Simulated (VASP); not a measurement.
# IrO2 (P4_2/mnm) in VASP: notebook

The runs below take IrO2 through single point, with PBE.

All numbers are computed with VASP 6.6.1; they aren't measurements. Logs are shortened: lines on timing, memory, paths and dates and some standing lists are left out, and cuts for length are marked.

### Step 1. The cell of the first run

It takes space group P4_2/mnm (No. 136, tetragonal). The conventional cell has a = 4.438 Å, b = 4.438 Å, c = 3.103 Å, α = 90.00°, β = 90.00°, γ = 90.00°. Ir (site symmetry mmm) has 6 O at 1.93 to 1.97 Å within 2.6 Å. O (site symmetry m2m) has 3 Ir at 1.93 to 1.97 Å and 1 O at 2.41 Å within 2.6 Å.

### Step 2. Single point, PBE, collinear spin (10.19 Å³/atom)

Contents of INCAR:

```
PREC     = Accurate       # precision mode
ENCUT    = 600            # plane-wave cutoff, eV
EDIFF    = 1E-6           # SCF threshold, eV
ISMEAR   = -1             # smearing method
SIGMA    = 0.05           # smearing width, eV
LREAL    = F              # projectors in reciprocal space
LASPH    = T              # aspherical terms in the spheres
NELM     = 200            # most SCF steps
ALGO     = Normal         # electronic algorithm
ISIF     = 2              # what is computed and relaxed
LWAVE    = F              # write WAVECAR
LCHARG   = F              # write CHGCAR
ISPIN    = 2              # spin polarisation
MAGMOM   = 1 1 0 0 0 0    # initial moments
LORBIT   = 11             # projections on sites
LMAXMIX  = 4              # l up to which the mixer works
GGA      = PE             # functional
NBANDS   = 34             # bands
GGA_COMPAT= F            
KPAR     = 4
```

Contents of KPOINTS:

```
Automatic mesh
0
Gamma
  10 10 15
```

Contents of POSCAR:

```
IrO2
1.0
    4.4381952490      0.0000000000      0.0000000000
    0.0000000000      4.4381952490      0.0000000000
    0.0000000000      0.0000000000      3.1034812743
Ir O
2 4
Direct
    0.0000000000      0.0000000000      0.0000000000
    0.5000000000      0.5000000000      0.5000000000
    0.3076938031      0.3076938031      0.0000000000
    0.1923061969      0.8076938031      0.5000000000
    0.6923061969      0.6923061969      0.0000000000
    0.8076938031      0.1923061969      0.5000000000
```

Potentials or basis: VASP PAW PBE potentials, release 64 (Ir, O).

On the command line:

```sh
$ cat potpaw_PBE.64/Ir/POTCAR potpaw_PBE.64/O/POTCAR > POTCAR
$ mpirun -np 4 vasp_std > vasp.out
```

OUTCAR:

```text
PREC = Accurate
   ENCUT = 600
   EDIFF = 1E-6
   ISMEAR = -1
   LREAL = F
   LASPH = T
   NELM = 200
   ISIF = 2
   ISPIN = 2
   LORBIT = 11
   GGA = PE

 ion  position               nearest neighbor table
   1  0.000  0.000  0.000-   3 1.93   5 1.93   4 1.97   6 1.97   4 1.97   6 1.97
   2  0.500  0.500  0.500-   4 1.93   6 1.93   5 1.97   3 1.97   3 1.97   5 1.97
   3  0.308  0.308  0.000-   1 1.93   2 1.97   2 1.97
   4  0.192  0.808  0.500-   2 1.93   1 1.97   1 1.97
   5  0.692  0.692  0.000-   1 1.93   2 1.97   2 1.97
   6  0.808  0.192  0.500-   2 1.93   1 1.97   1 1.97

  LATTYP: Found a simple tetragonal cell.
 ALAT       =     4.4381952490
 C/A-ratio  =     0.6992665037

  Lattice vectors:

 A1 = (   4.4381952490,   0.0000000000,   0.0000000000)
 A2 = (   0.0000000000,   4.4381952490,   0.0000000000)
 A3 = (   0.0000000000,   0.0000000000,   3.1034812743)

Analysis of symmetry for initial positions (statically):
=====================================================================
 Subroutine PRICEL returns:
 Original cell was already a primitive cell.

 Routine SETGRP: Setting up the symmetry group for a
 simple tetragonal supercell.

 Subroutine GETGRP returns: Found 16 space group operations
 (whereof  8 operations were pure point group operations)
 out of a pool of 16 trial point group operations.

The static configuration has the point symmetry D_2h.
 The point group associated with its full space group is D_4h.

Analysis of symmetry for dynamics (positions and initial velocities):
=====================================================================
 Subroutine PRICEL returns:
 Original cell was already a primitive cell.

 Routine SETGRP: Setting up the symmetry group for a
 simple tetragonal supercell.

 Subroutine GETGRP returns: Found 16 space group operations
 (whereof  8 operations were pure point group operations)
 out of a pool of 16 trial point group operations.

The dynamic configuration has the point symmetry D_2h.
 The point group associated with its full space group is D_4h.

Analysis of structural, dynamic, and magnetic symmetry:
=====================================================================
 Subroutine PRICEL returns:
 Original cell was already a primitive cell.

 Routine SETGRP: Setting up the symmetry group for a
 simple tetragonal supercell.

 Subroutine GETGRP returns: Found 16 space group operations
 (whereof  8 operations were pure point group operations)
 out of a pool of 16 trial point group operations.

The overall configuration has the point symmetry D_2h.
 The point group associated with its full space group is D_4h.

 Subroutine INISYM returns: Found 16 space group operations
 (whereof  8 operations are pure point group operations),
 and found     1 'primitive' translations

----------------------------------------------------------------------------------------

                                     Primitive cell

  volume of cell :      61.1311

  direct lattice vectors                    reciprocal lattice vectors
     4.438195249  0.000000000  0.000000000     0.225316811  0.000000000  0.000000000
     0.000000000  4.438195249  0.000000000     0.000000000  0.225316811  0.000000000
     0.000000000  0.000000000  3.103481274     0.000000000  0.000000000  0.322218796

  length of vectors
     4.438195249  4.438195249  3.103481274     0.225316811  0.225316811  0.322218796

  position of ions in fractional coordinates (direct lattice)
     0.000000000  0.000000000  0.000000000
     0.500000000  0.500000000  0.500000000
     0.307693803  0.307693803  0.000000000
     0.192306197  0.807693803  0.500000000
     0.692306197  0.692306197  0.000000000
     0.807693803  0.192306197  0.500000000

  ion indices of the primitive-cell ions
   primitive index   ion index
                 1           1
                 2           2
                 3           3
                 4           4
                 5           5
                 6           6

----------------------------------------------------------------------------------------
[... 49 lines left out ...]
  0.100000  0.000000  0.066667      8.000000
  0.200000  0.000000  0.066667      8.000000
 [... further k-points ...]
   k-points           NKPTS =    168   k-points in BZ     NKDIM =    168   number of bands    NBANDS=     34
   number of dos      NEDOS =    301   number of ions     NIONS =      6
   total plane-waves  NPLWV =  36288
   dimension x,y,z NGX =    36 NGY =   36 NGZ =   28
   dimension x,y,z NGXF=    72 NGYF=   72 NGZF=   56
   ions per type =               2   4
   NGX,Y,Z   is equivalent  to a cutoff of  13.48, 13.48, 15.00 a.u.
   NGXF,Y,Z  is equivalent  to a cutoff of  26.97, 26.97, 30.00 a.u.
 SYSTEM =  unknown system
   PREC   = accura    normal or accurate (medium, high low for compatibility)
   ISTART =      0    job   : 0-new  1-cont  2-samecut
   ICHARG =      2    charge: 1-file 2-atom 10-const
   ISPIN  =      2    spin polarized calculation?
   LNONCOLLINEAR =      F non collinear calculations
   LSORBIT =      F    spin-orbit coupling
   LASPH  =      T    aspherical Exc in radial PAW
   ENCUT  =  600.0 eV  44.10 Ry    6.64 a.u.   8.86  8.86  6.20*2*pi/ulx,y,z
   NELM   =    200;   NELMIN=  2; NELMDL= -5     # of ELM steps
   EDIFF  = 0.1E-05   stopping-criterion for ELM
   LREAL  =      F    real-space projection
   EDIFFG = 0.1E-04   stopping-criterion for IOM
   NSW    =      0    number of steps for IOM
   IBRION =     -1    ionic relax: 0-MD 1-quasi-New 2-CG
   NFREE  =      0    steps in history (QN), initial steepest desc. (CG)
   ISIF   =      2    stress and relaxation
   ISYM   =      2    0-nonsym 1-usesym 2-fastsym
   POTIM  = 0.5000    time-step for ionic-motion
   TEBEG  =    0.0;   TEEND  =   0.0 temperature during run
   PSTRESS=    0.0 pullay stress
   NELECT =      42.0000    total number of electrons
   NUPDOWN=      -1.0000    fix difference up-down
   EMIN   =  10.00;   EMAX   =-10.00  energy-range for DOS
   EFERMI =   0.00;   METHOD = LEGACY
   ISMEAR =    -1;   SIGMA  =   0.05  broadening in eV -4-tet -1-fermi 0-gaus
   EFERMI_NEDOS =   21; number of points for ismear=-14 and -15
   IALGO  =     38    algorithm
   IMIX   =      4    mixing-type and parameters
     AMIX     =   0.40;   BMIX     =  1.00
     AMIX_MAG =   1.60;   BMIX_MAG =  1.00
  volume/ion in A,a.u.               =      10.19        68.76
  Fermi-wavevector in a.u.,A,eV,Ry     =   1.444566  2.729833 28.392228  2.086770
  Thomas-Fermi vector in A             =   2.562846
   LORBIT       =     11    0 simple, 1 ext, 2 COOP (PROOUT), +10 PAW based schemes
   GGA     = PE    functional components
   LHFCALC =     F    Hartree Fock is set to
   AEXX    =    0.0000 exact exchange contribution
   IVDW    =     0    specifies the selected vdW correction
   LEPSILON=     F    determine dielectric tensor
   LRPA    =     F    only Hartree local field effects (RPA)
 spin polarized calculation
  energy-cutoff  :      600.00
  volume of cell :       61.13
 maximum number of plane-waves:      2072
 NGX is ok and might be reduce to    36
   NGX = 17   NGY = 17   NGZ = 13

 number of electron      41.9999988 magnetization      -0.0671542

 number of electron      41.9999988 magnetization       0.0001205

 Free energy of the ion-electron system (eV)
  ---------------------------------------------------
  ext. energy  EPLUGINS =         0.00000000
  ---------------------------------------------------
  free energy    TOTEN  =       -41.94867878 eV

  energy without entropy =      -41.92610792  energy(sigma->0) =      -41.93739335

 E-fermi :   6.9120     XC(G=0): -12.2676

 val. band max:        6.9115913238   @ k =   0.5000   0.3000   0.4667
 cond. band min:       6.9214274266   @ k =   0.4000   0.2000   0.2667
 fundamental gap:      0.0098361028
 Fermi energy:         6.9119878306

 spin component 1

 k-point     1 :       0.0000    0.0000    0.0000
  band No.  band energies     occupation
      1     -14.8317      1.00000
      2     -13.5549      1.00000
      3     -12.3466      1.00000
      4     -12.3466      1.00000
      5      -3.4588      1.00000
      6      -3.2516      1.00000
[... 853 lines left out ...]
     32      20.3029      0.00000
     33      21.9346      0.00000

 [... further k-points ...]

 spin component 2

 k-point     1 :       0.0000    0.0000    0.0000
  band No.  band energies     occupation
      1     -14.8317      1.00000
      2     -13.5548      1.00000
      3     -12.3466      1.00000
      4     -12.3466      1.00000
      5      -3.4588      1.00000
      6      -3.2516      1.00000
[... 853 lines left out ...]
     32      20.3029      0.00000
     33      21.9346      0.00000

 [... further k-points ...]

 [bands above 33 left out]

------------------------ aborting loop because EDIFF is reached ----------------------------------------

  FORCE on cell =-STRESS in cart. coord.  units (eV):
  Direction    XX          YY          ZZ          XY          YZ          ZX
  --------------------------------------------------------------------------------------
  -------------------------------------------------------------------------------------
  Total        8.1273750      8.1273750     11.3999799      0.0000000      0.0000000      0.0000000
  in kB      213.0094855    213.0094855    298.7808305      0.0000000      0.0000000      0.0000000
  external PRESSURE =     241.5999338 kB  Pullay stress =       0.0000000 kB

 VOLUME and BASIS-vectors are now :
 -----------------------------------------------------------------------------
  energy-cutoff  :      600.00
  volume of cell :       61.13
      direct lattice vectors                 reciprocal lattice vectors
     4.438195249  0.000000000  0.000000000     0.225316811  0.000000000  0.000000000
     0.000000000  4.438195249  0.000000000     0.000000000  0.225316811  0.000000000
     0.000000000  0.000000000  3.103481274     0.000000000  0.000000000  0.322218796

 POSITION                                       TOTAL-FORCE (eV/Angst)
 -----------------------------------------------------------------------------------
      0.00000      0.00000      0.00000         0.000000      0.000000      0.000000
      2.21910      2.21910      1.55174         0.000000      0.000000      0.000000
      1.36561      1.36561      0.00000        -0.018911     -0.018911     -0.000000
      0.85349      3.58470      1.55174         0.018911     -0.018911     -0.000000
      3.07259      3.07259      0.00000         0.018911      0.018911      0.000000
      3.58470      0.85349      1.55174        -0.018911      0.018911      0.000000
 -----------------------------------------------------------------------------------
    total drift:                                0.000000      0.000000      0.000000

  FREE ENERGIE OF THE ION-ELECTRON SYSTEM (eV)
  ---------------------------------------------------
  free  energy   TOTEN  =       -41.9486787781 eV

  energy  without entropy=      -41.9261079224  energy(sigma->0) =      -41.93739335

 total charge

# of ion       s       p       d       tot
------------------------------------------
    1        0.658   0.914   6.972   8.544
    2        0.658   0.914   6.972   8.544
    3        1.551   3.497   0.000   5.048
    4        1.551   3.497   0.000   5.048
    5        1.551   3.497   0.000   5.048
    6        1.551   3.497   0.000   5.048
--------------------------------------------------
tot          7.521  15.816  13.944  37.282

 magnetization (x)

# of ion       s       p       d       tot
------------------------------------------
    1        0.000   0.000   0.000   0.000
    2        0.000   0.000   0.000   0.000
    3       -0.000   0.000   0.000   0.000
    4       -0.000   0.000   0.000   0.000
    5       -0.000   0.000   0.000   0.000
    6       -0.000   0.000   0.000   0.000
--------------------------------------------------
tot          0.000   0.000   0.000   0.000
```

It took 2.4 min on 4 MPI ranks of AMD EPYC 7R13 (Zen 3), shared host; peak memory 0.63 GiB.

What came out:

| Item | Value |
| --- | --- |
| Free energy | -41.9487 eV |
| Pressure | 24.2 GPa |
| Largest force | 0.027 eV/Å |
| Band gap on the k mesh | zero (filled and empty bands overlap) |
| Net moment | 0.00 μB per cell |
| Valence electrons inside the program's atomic spheres | Ir 8.54; O 5.05 |

Forces on the atoms (eV/Å):
```
Ir   0.000  0.000  0.000
Ir   0.000  0.000  0.000
O   -0.019 -0.019  0.000
O    0.019 -0.019  0.000
O    0.019  0.019  0.000
O   -0.019  0.019  0.000
```

Levels at points of the mesh, in eV from the Fermi level:
Spin up:
```tsv
k point	band 17	band 18	band 19	band 20	band 21	band 22	band 23	band 24	band 25	band 26
(0.00, 0.00, 0.00)	-2.57	-2.57	-2.54	-2.48	-2.37	0.97	1.35	4.44	4.44	4.50
(0.50, 0.00, 0.00)	-1.75	-1.75	-1.33	-1.33	-0.32	-0.32	3.78	3.78	3.91	3.91
(0.50, 0.50, 0.00)	-2.69	-2.69	-2.52	-2.52	0.22	0.22	2.82	2.82	4.42	4.42
```
Spin down:
```tsv
k point	band 17	band 18	band 19	band 20	band 21	band 22	band 23	band 24	band 25	band 26
(0.00, 0.00, 0.00)	-2.57	-2.57	-2.54	-2.48	-2.37	0.97	1.35	4.44	4.44	4.50
(0.50, 0.00, 0.00)	-1.75	-1.75	-1.33	-1.33	-0.32	-0.32	3.78	3.78	3.91	3.91
(0.50, 0.50, 0.00)	-2.69	-2.69	-2.52	-2.52	0.22	0.22	2.82	2.82	4.42	4.42
```

Caveat: the cell stands under pressure; spin-orbit coupling is left out, which moves the levels of the heavy elements.

### Step 3. Single point, PBE, collinear spin (z stretched by -3 %, then relaxed in part)

Contents of INCAR:

```
PREC = Accurate
ENCUT = 600
EDIFF = 1E-6
ISMEAR = -1
SIGMA = 0.05
LREAL = F
LASPH = T
NELM = 200
ALGO = Normal
ISIF = 2
LWAVE = F
LCHARG = F
ISPIN = 2
MAGMOM = 1 1 0 0 0 0
LORBIT = 11
LMAXMIX = 4
GGA = PE
NBANDS = 34
GGA_COMPAT = F
KPAR = 4
```

Contents of KPOINTS:

```
regular mesh
0
Gamma
  10 10 15
```

Contents of POSCAR:

```
IrO2
1.0
    4.4990000000      0.0000000000      0.0000000000
    0.0000000000      4.4990000000      0.0000000000
    0.0000000000      0.0000000000      3.0516200000
Ir O
2 4
Direct
    0.0000000000      0.0000000000      0.0000000000
    0.5000000000      0.5000000000      0.5000000000
    0.3050555924      0.3050555924      0.0000000000
    0.1949444076      0.8050555924      0.5000000000
    0.6949444076      0.6949444076      0.0000000000
    0.8050555924      0.1949444076      0.5000000000
```

Potentials or basis: VASP PAW PBE potentials, release 64 (Ir, O).

On the command line:

```sh
$ cat potpaw_PBE.64/Ir/POTCAR potpaw_PBE.64/O/POTCAR > POTCAR
$ mpirun -np 4 vasp_std > vasp.out
```

Wall time 2.9 min (4 MPI ranks of Intel Xeon Platinum 8375C at 2.90GHz (Ice Lake), shared host); peak memory 0.63 GiB.

It converged, with:

- Free energy: -41.9432 eV
- Pressure: 22.1 GPa
- Largest force: 0.020 eV/Å
- Band gap on the k mesh: zero (filled and empty bands overlap)
- Net moment: 0.00 μB per cell
- Valence electrons inside the program's atomic spheres: Ir 8.52; O 5.04

Forces on the atoms (eV/Å):
```
Ir   0.000  0.000  0.000
Ir   0.000  0.000  0.000
O   -0.014 -0.014  0.000
O    0.014 -0.014  0.000
O    0.014  0.014  0.000
O   -0.014  0.014  0.000
```

Stress tensor (GPa, compression positive):
```
16.46  0.00  0.00
 0.00 16.46  0.00
 0.00  0.00 33.48
```

Levels at points of the mesh, in eV from the Fermi level:
Spin up:
```
           k point  band 17  band 18  band 19  band 20  band 21  band 22  band 23  band 24  band 25  band 26
(0.00, 0.00, 0.00)    -2.67    -2.54    -2.46    -2.46    -2.32     0.88     1.34     4.34     4.34     4.38
(0.50, 0.00, 0.00)    -1.86    -1.86    -1.26    -1.26    -0.28    -0.28     3.69     3.69     3.77     3.77
(0.50, 0.50, 0.00)    -2.82    -2.82    -2.42    -2.42     0.26     0.26     2.71     2.71     4.32     4.32
```
Spin down:
| k point | band 17 | band 18 | band 19 | band 20 | band 21 | band 22 | band 23 | band 24 | band 25 | band 26 |
| --- | --- | --- | --- | --- | --- | --- | --- | --- | --- | --- |
| (0.00, 0.00, 0.00) | -2.67 | -2.54 | -2.46 | -2.46 | -2.32 | 0.88 | 1.34 | 4.34 | 4.34 | 4.38 |
| (0.50, 0.00, 0.00) | -1.86 | -1.86 | -1.26 | -1.26 | -0.28 | -0.28 | 3.69 | 3.69 | 3.77 | 3.77 |
| (0.50, 0.50, 0.00) | -2.82 | -2.82 | -2.42 | -2.42 | 0.26 | 0.26 | 2.71 | 2.71 | 4.32 | 4.32 |

Caveat: the cell differs from its parent crystal (z stretched by -3 %, then relaxed in part); the cell stands under pressure; spin-orbit coupling is left out, which moves the levels of the heavy elements.

(Part 1 of 2 ends here.)
